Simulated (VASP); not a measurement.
# HgTe (F-43m) in VASP: further runs, part 2 of 2

VASP 6.6.1.

### 5 Single point, r2SCAN

This run uses another cell than the first one, of 35.58 Å³/atom, 0.912 times its volume.

Contents of POSCAR:

```
HgTe
1.0
    0.0000000000      3.2891578920      3.2891578920
    3.2891578920      0.0000000000      3.2891578920
    3.2891578920      3.2891578920      0.0000000000
Hg Te
1 1
Direct
    0.0000000000      0.0000000000      0.0000000000
    0.2500000000      0.2500000000      0.2500000000
```

Contents of INCAR.step1:

```
SYSTEM = HgTe
  PREC = Accurate
  ENCUT = 520
  ISMEAR = -1
  SIGMA = 0.02
  LREAL = .False.
  LASPH = .True.
  NELM = 100
  NBANDS = 16
  GGA = PE
  ALGO = Normal
  EDIFF = 1E-4
  LWAVE = .True.
  LCHARG = .False.
```

Contents of INCAR.step2:

```
SYSTEM = HgTe
  PREC = Accurate
  ENCUT = 520
  EDIFF = 1E-7
  ISMEAR = -1
  SIGMA = 0.02
  LREAL = .False.
  LASPH = .True.
  NELM = 100
  ALGO = Normal
  ISIF = 2
  LWAVE = .False.
  LCHARG = .True.
  METAGGA = R2SCAN
  LMIXTAU = .True.
  LELF = .True.
  LVHAR = .True.
  NBANDS = 16
  ISTART = 1
```

Contents of KPOINTS:

```
Automatic mesh
0
Gamma
  6 6 6
  0 0 0
```

Started as:

```
$ cat potpaw_PBE.64/Hg/POTCAR potpaw_PBE.64/Te/POTCAR > POTCAR
$ cp INCAR.step1 INCAR
$ mpirun -np 1 vasp_std > vasp.out
$ cp INCAR.step2 INCAR
$ mpirun -np 1 vasp_std > vasp.out
```

Run time: 2.4 min. Hardware: 1 thread of Intel Xeon Platinum 8488C (Sapphire Rapids), shared host; peak memory 0.22 GiB.

Results (log left out):

```yaml
Free_energy: -75.1541 eV
Pressure: 0.0 GPa
Band_gap_on_the_k_mesh: zero (filled and empty bands touch)
```

Levels at points of the mesh, in eV from the Fermi level:
| k point | band 7 | band 8 | band 9 | band 10 | band 11 | band 12 |
| --- | --- | --- | --- | --- | --- | --- |
| (0.00, 0.00, 0.00) | -0.57 | -0.01 | -0.01 | -0.01 | 4.65 | 4.65 |
| (0.50, 0.00, 0.00) | -5.31 | -0.93 | -0.93 | 0.93 | 5.41 | 5.41 |
| (0.50, 0.50, 0.00) | -5.31 | -2.14 | -2.14 | 2.08 | 2.85 | 8.49 |

Caveat: the PAW data sets were made with another functional, which shifts forces and pressure a little; spin-orbit coupling is left out, which moves the levels of the heavy elements.

### 6 Single point, r2SCAN (volume changed by +3%)

Contents of POSCAR:

```
HgTe
1.0
    0.0000000000      3.3217259297      3.3217259297
    3.3217259297      0.0000000000      3.3217259297
    3.3217259297      3.3217259297      0.0000000000
Hg Te
1 1
Direct
    0.0000000000      0.0000000000      0.0000000000
    0.2500000000      0.2500000000      0.2500000000
```

Contents of INCAR.step1:

```
  ALGO = Normal
  EDIFF = 1E-4
  ENCUT = 520
  GGA = PE
  ISMEAR = -1
  LASPH = T
  LCHARG = F
  LREAL = F
  LWAVE = T
  NBANDS = 16
  NELM = 80
  PREC = Accurate
  SIGMA = 0.02
```

Contents of INCAR.step2:

```
  ALGO = Normal
  EDIFF = 1E-6
  ENCUT = 520
  ISIF = 2
  ISMEAR = -1
  ISTART = 1
  LASPH = T
  LCHARG = F
  LMIXTAU = T
  LREAL = F
  LWAVE = F
  METAGGA = R2SCAN
  NBANDS = 16
  NELM = 80
  PREC = Accurate
  SIGMA = 0.02
```

Contents of KPOINTS:

```
k-points
0
Gamma
  6 6 6
```

Potentials or basis: VASP PAW PBE potentials, release 64 (Hg, Te).

Started as:

```
$ cat potpaw_PBE.64/Hg/POTCAR potpaw_PBE.64/Te/POTCAR > POTCAR
$ cp INCAR.step1 INCAR
$ mpirun -np 1 vasp_std > vasp.out
$ cp INCAR.step2 INCAR
$ mpirun -np 1 vasp_std > vasp.out
```

Run time: 1.7 min. Hardware: 1 thread of Intel Xeon Platinum 8488C (Sapphire Rapids), shared host; peak memory 0.22 GiB.

The run converged. Its results:

| Quantity | Value |
| --- | --- |
| Free energy | -75.1473 eV |
| Pressure | -1.1 GPa |
| Band gap on the k mesh | zero (filled and empty bands touch) |

Levels at points of the mesh, in eV from the Fermi level:
```csv
k point,band 5,band 6,band 7,band 8,band 9,band 10,band 11,band 12,band 13,band 14
"(0.00, 0.00, 0.00)",-6.73,-6.73,-0.64,-0.01,-0.01,-0.01,4.70,4.70,4.70,6.79
"(0.50, 0.00, 0.00)",-6.71,-6.46,-5.12,-0.88,-0.88,0.92,5.44,5.44,7.10,8.16
"(0.50, 0.50, 0.00)",-6.67,-6.33,-5.14,-2.02,-2.02,2.08,2.92,8.37,9.08,9.08
```

Caveat: the cell differs from its parent crystal (volume changed by +3%); the PAW data sets were made with another functional, which shifts forces and pressure a little; spin-orbit coupling is left out, which moves the levels of the heavy elements.

### 7 Single point, r2SCAN (volume changed by +6%)

Contents of POSCAR:

```
HgTe
1.0
    0.0000000000      3.3536675616      3.3536675616
    3.3536675616      0.0000000000      3.3536675616
    3.3536675616      3.3536675616      0.0000000000
Hg Te
1 1
Direct
    0.0000000000      0.0000000000      0.0000000000
    0.2500000000      0.2500000000      0.2500000000
```

Contents of INCAR.step1:

```
SYSTEM = HgTe
PREC = Accurate
ENCUT = 520
ISMEAR = -1
SIGMA = 0.02
LREAL = .FALSE.
LASPH = .TRUE.
NELM = 80
NBANDS = 16
GGA = PE
ALGO = Normal
EDIFF = 1E-4
LWAVE = .TRUE.
LCHARG = .FALSE.
```

Contents of INCAR.step2:

```
SYSTEM = HgTe
PREC = Accurate
ENCUT = 520
EDIFF = 1E-7
ISMEAR = -1
SIGMA = 0.02
LREAL = .FALSE.
LASPH = .TRUE.
NELM = 80
ALGO = Normal
ISIF = 2
LWAVE = .FALSE.
LCHARG = .TRUE.
METAGGA = R2SCAN
LMIXTAU = .TRUE.
LELF = .TRUE.
LVHAR = .TRUE.
NBANDS = 16
ISTART = 1
```

Contents of KPOINTS:

```
Automatic mesh
0
G
  6 6 6
  0 0 0
```

Potentials or basis: VASP PAW PBE potentials, release 64 (Hg, Te).

Started as:

```
$ cat potpaw_PBE.64/Hg/POTCAR potpaw_PBE.64/Te/POTCAR > POTCAR
$ cp INCAR.step1 INCAR
$ mpirun -np 1 vasp_std > vasp.out
$ cp INCAR.step2 INCAR
$ mpirun -np 1 vasp_std > vasp.out
```

OUTCAR:

```text
SYSTEM = HgTe
   PREC = Accurate
   ENCUT = 520
   EDIFF = 1E-7
   ISMEAR = -1
   LREAL = .FALSE.
   LASPH = .TRUE.
   NELM = 80
   ISIF = 2
   METAGGA = R2SCAN
   ISTART = 1

 ion  position               nearest neighbor table
   1  0.000  0.000  0.000-   2 2.90   2 2.90   2 2.90   2 2.90
   2  0.250  0.250  0.250-   1 2.90   1 2.90   1 2.90   1 2.90

  LATTYP: Found a face centered cubic cell.
 ALAT       =     6.7073351232

  Lattice vectors:

 A1 = (   0.0000000000,   3.3536675616,   3.3536675616)
 A2 = (   3.3536675616,   0.0000000000,   3.3536675616)
 A3 = (   3.3536675616,   3.3536675616,   0.0000000000)

Analysis of symmetry for initial positions (statically):
=====================================================================
 Subroutine PRICEL returns:
 Original cell was already a primitive cell.

 Routine SETGRP: Setting up the symmetry group for a
 face centered cubic supercell.

 Subroutine GETGRP returns: Found 24 space group operations
 (whereof 24 operations were pure point group operations)
 out of a pool of 48 trial point group operations.

The static configuration has the point symmetry T_d .

Analysis of symmetry for dynamics (positions and initial velocities):
=====================================================================
 Subroutine PRICEL returns:
 Original cell was already a primitive cell.

 Routine SETGRP: Setting up the symmetry group for a
 face centered cubic supercell.

 Subroutine GETGRP returns: Found 24 space group operations
 (whereof 24 operations were pure point group operations)
 out of a pool of 48 trial point group operations.

The dynamic configuration has the point symmetry T_d .

 Subroutine INISYM returns: Found 24 space group operations
 (whereof 24 operations are pure point group operations),
 and found     1 'primitive' translations

----------------------------------------------------------------------------------------

                                     Primitive cell

  volume of cell :      75.4380

  direct lattice vectors                    reciprocal lattice vectors
     0.000000000  3.353667562  3.353667562    -0.149090508  0.149090508  0.149090508
     3.353667562  0.000000000  3.353667562     0.149090508 -0.149090508  0.149090508
     3.353667562  3.353667562  0.000000000     0.149090508  0.149090508 -0.149090508

  length of vectors
     4.742802149  4.742802149  4.742802149     0.258232335  0.258232335  0.258232335

  position of ions in fractional coordinates (direct lattice)
     0.000000000  0.000000000  0.000000000
     0.250000000  0.250000000  0.250000000

  ion indices of the primitive-cell ions
   primitive index   ion index
                 1           1
                 2           2

----------------------------------------------------------------------------------------

 KPOINTS: Automatic mesh

Automatic generation of k-mesh.
 Grid dimensions read from file:
 generate k-points for:    6    6    6

 Generating k-lattice:

  Cartesian coordinates                     Fractional coordinates (reciprocal lattice)
    -0.024848418  0.024848418  0.024848418     0.166666667  0.000000000  0.000000000
     0.024848418 -0.024848418  0.024848418     0.000000000  0.166666667  0.000000000
     0.024848418  0.024848418 -0.024848418     0.000000000  0.000000000  0.166666667

  Length of vectors
     0.043038722  0.043038722  0.043038722

  Shift w.r.t. Gamma in fractional coordinates (k-lattice)
     0.000000000  0.000000000  0.000000000

 Subroutine IBZKPT returns following result:
 ===========================================

 Found     16 irreducible k-points:

 Following reciprocal coordinates:
            Coordinates               Weight
  0.000000  0.000000  0.000000      1.000000
  0.166667  0.000000  0.000000      8.000000
  0.333333  0.000000  0.000000      8.000000
  0.500000  0.000000  0.000000      4.000000
  0.166667  0.166667  0.000000      6.000000
  0.333333  0.166667  0.000000     24.000000
[... 8 lines left out ...]
 -0.333333  0.333333  0.166667     24.000000
 -0.333333  0.500000  0.166667     12.000000
   k-points           NKPTS =     16   k-points in BZ     NKDIM =     16   number of bands    NBANDS=     16
   number of dos      NEDOS =    301   number of ions     NIONS =      2
   total plane-waves  NPLWV =  46656
   dimension x,y,z NGX =    36 NGY =   36 NGZ =   36
   dimension x,y,z NGXF=    72 NGYF=   72 NGZF=   72
   ions per type =               1   1
   NGX,Y,Z   is equivalent  to a cutoff of  12.62, 12.62, 12.62 a.u.
   NGXF,Y,Z  is equivalent  to a cutoff of  25.24, 25.24, 25.24 a.u.
 SYSTEM =  HgTe
   PREC   = accura    normal or accurate (medium, high low for compatibility)
   ISTART =      1    job   : 0-new  1-cont  2-samecut
   ICHARG =      0    charge: 1-file 2-atom 10-const
   ISPIN  =      1    spin polarized calculation?
   LNONCOLLINEAR =      F non collinear calculations
   LSORBIT =      F    spin-orbit coupling
   LASPH  =      T    aspherical Exc in radial PAW
   ENCUT  =  520.0 eV  38.22 Ry    6.18 a.u.   8.82  8.82  8.82*2*pi/ulx,y,z
   NELM   =     80;   NELMIN=  2; NELMDL=  0     # of ELM steps
   EDIFF  = 0.1E-06   stopping-criterion for ELM
   LREAL  =      F    real-space projection
   EDIFFG = 0.1E-05   stopping-criterion for IOM
   NSW    =      0    number of steps for IOM
   IBRION =     -1    ionic relax: 0-MD 1-quasi-New 2-CG
   NFREE  =      0    steps in history (QN), initial steepest desc. (CG)
   ISIF   =      2    stress and relaxation
   ISYM   =      2    0-nonsym 1-usesym 2-fastsym
   POTIM  = 0.5000    time-step for ionic-motion
   TEBEG  =    0.0;   TEEND  =   0.0 temperature during run
   PSTRESS=    0.0 pullay stress
   NELECT =      18.0000    total number of electrons
   NUPDOWN=      -1.0000    fix difference up-down
   EMIN   =  10.00;   EMAX   =-10.00  energy-range for DOS
   EFERMI =   0.00;   METHOD = LEGACY
   ISMEAR =    -1;   SIGMA  =   0.02  broadening in eV -4-tet -1-fermi 0-gaus
   EFERMI_NEDOS =   21; number of points for ismear=-14 and -15
   IALGO  =     38    algorithm
   IMIX   =      4    mixing-type and parameters
     AMIX     =   0.40;   BMIX     =  1.00
     AMIX_MAG =   1.60;   BMIX_MAG =  1.00
  volume/ion in A,a.u.               =      37.72       254.54
  Fermi-wavevector in a.u.,A,eV,Ry     =   1.015396  1.918821 14.028015  1.031030
  Thomas-Fermi vector in A             =   2.148680
   LORBIT       =      0    0 simple, 1 ext, 2 COOP (PROOUT), +10 PAW based schemes
   METAGGA = R2SCAN    functional components
   LHFCALC =     F    Hartree Fock is set to
   AEXX    =    0.0000 exact exchange contribution
   IVDW    =     0    specifies the selected vdW correction
   LEPSILON=     F    determine dielectric tensor
   LRPA    =     F    only Hartree local field effects (RPA)
 non-spin polarized calculation
  energy-cutoff  :      520.00
  volume of cell :       75.44
 maximum number of plane-waves:      2085
   NGX = 17   NGY = 17   NGZ = 17

 number of electron      17.9999999 magnetization

 Free energy of the ion-electron system (eV)
  ---------------------------------------------------
  ext. energy  EPLUGINS =         0.00000000
  ---------------------------------------------------
  free energy    TOTEN  =       -75.12706250 eV

  energy without entropy =      -75.12670871  energy(sigma->0) =      -75.12688561

 E-fermi :   1.7696     XC(G=0):  -8.7902

 val. band max:        1.7556951961   @ k =   0.0000   0.0000   0.0000
 cond. band min:       2.6365585566   @ k =   0.1667   0.0000   0.0000
 fundamental gap:      0.8808633605
 Fermi energy:         1.7695603159

 k-point     1 :       0.0000    0.0000    0.0000
  band No.  band energies     occupation
      1      -9.8890      2.00000
      2      -5.2886      2.00000
      3      -5.2886      2.00000
      4      -5.2886      2.00000
      5      -4.8491      2.00000
      6      -4.8491      2.00000
[... 8 lines left out ...]
     15      11.6413      0.00000
     16      11.6413      0.00000
[... 267 lines left out ...]
 k-point    16 :      -0.3333    0.5000    0.1667
  band No.  band energies     occupation
      1      -9.2590      2.00000
      2      -5.0895      2.00000
      3      -5.0586      2.00000
      4      -4.9389      2.00000
      5      -4.8321      2.00000
      6      -4.3964      2.00000
[... 8 lines left out ...]
     15      12.8510      0.00000
     16      13.1332      0.00000

------------------------ aborting loop because EDIFF is reached ----------------------------------------

  FORCE on cell =-STRESS in cart. coord.  units (eV):
  Direction    XX          YY          ZZ          XY          YZ          ZX
  --------------------------------------------------------------------------------------
  -------------------------------------------------------------------------------------
  Total       -0.9384479     -0.9384479     -0.9384479      0.0000000      0.0000000     -0.0000000
  in kB      -19.9310745    -19.9310745    -19.9310745      0.0000000      0.0000000     -0.0000000
  external PRESSURE =     -19.9310745 kB  Pullay stress =       0.0000000 kB

 VOLUME and BASIS-vectors are now :
 -----------------------------------------------------------------------------
  energy-cutoff  :      520.00
  volume of cell :       75.44
      direct lattice vectors                 reciprocal lattice vectors
     0.000000000  3.353667562  3.353667562    -0.149090508  0.149090508  0.149090508
     3.353667562  0.000000000  3.353667562     0.149090508 -0.149090508  0.149090508
     3.353667562  3.353667562  0.000000000     0.149090508  0.149090508 -0.149090508

 POSITION                                       TOTAL-FORCE (eV/Angst)
 -----------------------------------------------------------------------------------
      0.00000      0.00000      0.00000         0.000000      0.000000      0.000000
      1.67683      1.67683      1.67683        -0.000000     -0.000000     -0.000000
 -----------------------------------------------------------------------------------
    total drift:                               -0.000000     -0.000000     -0.000000

  FREE ENERGIE OF THE ION-ELECTRON SYSTEM (eV)
  ---------------------------------------------------
  free  energy   TOTEN  =       -75.1270625035 eV

  energy  without entropy=      -75.1267087140  energy(sigma->0) =      -75.12688561
```

Wall time 2.4 min (1 thread of Intel Xeon Platinum 8488C (Sapphire Rapids), shared host); peak memory 0.23 GiB.

Results:

| Property | Result |
| --- | --- |
| Free energy | -75.1271 eV |
| Pressure | -2.0 GPa |
| Band gap on the k mesh | zero (filled and empty bands touch) |

Levels at points of the mesh, in eV from the Fermi level:
| k point | band 6 | band 7 | band 8 | band 9 | band 10 | band 11 | band 12 | band 13 |
| --- | --- | --- | --- | --- | --- | --- | --- | --- |
| (0.00, 0.00, 0.00) | -6.62 | -0.71 | -0.01 | -0.01 | -0.01 | 4.75 | 4.75 | 4.75 |
| (0.50, 0.00, 0.00) | -6.37 | -4.94 | -0.83 | -0.83 | 0.91 | 5.47 | 5.47 | 7.05 |
| (0.50, 0.50, 0.00) | -6.25 | -4.99 | -1.91 | -1.91 | 2.07 | 2.99 | 8.27 | 8.96 |

Caveat: the cell differs from its parent crystal (volume changed by +6%); the PAW data sets were made with another functional, which shifts forces and pressure a little; spin-orbit coupling is left out, which moves the levels of the heavy elements.

### 8 Summary

```tsv
level	cell	gap on the mesh (eV)	pressure (GPa)
PBE	a = 4.796 Å, angles 60.0°, 2 atoms	none	-1.6
r2SCAN	a = 4.557 Å, angles 60.0°, 2 atoms	none	2.9
r2SCAN	a = 4.605 Å, angles 60.0°, 2 atoms	none	1.3
r2SCAN	a = 4.652 Å, angles 60.0°, 2 atoms	none	0.0
r2SCAN	a = 4.698 Å, angles 60.0°, 2 atoms	none	-1.1
r2SCAN	a = 4.743 Å, angles 60.0°, 2 atoms	none	-2.0
```

Alike in all rows: task single point; potentials or basis VASP PAW PBE potentials, release 64 (Hg, Te); no spin polarisation; k mesh 6 × 6 × 6; cutoff (eV) 520; smearing fermi-dirac 0.02 eV.

Caveats: spin-orbit coupling is left out, which moves the levels of the heavy elements; the PAW data sets were made with another functional, which shifts forces and pressure a little (some runs).

Absolute energies hang on the potentials; compare differences alone.
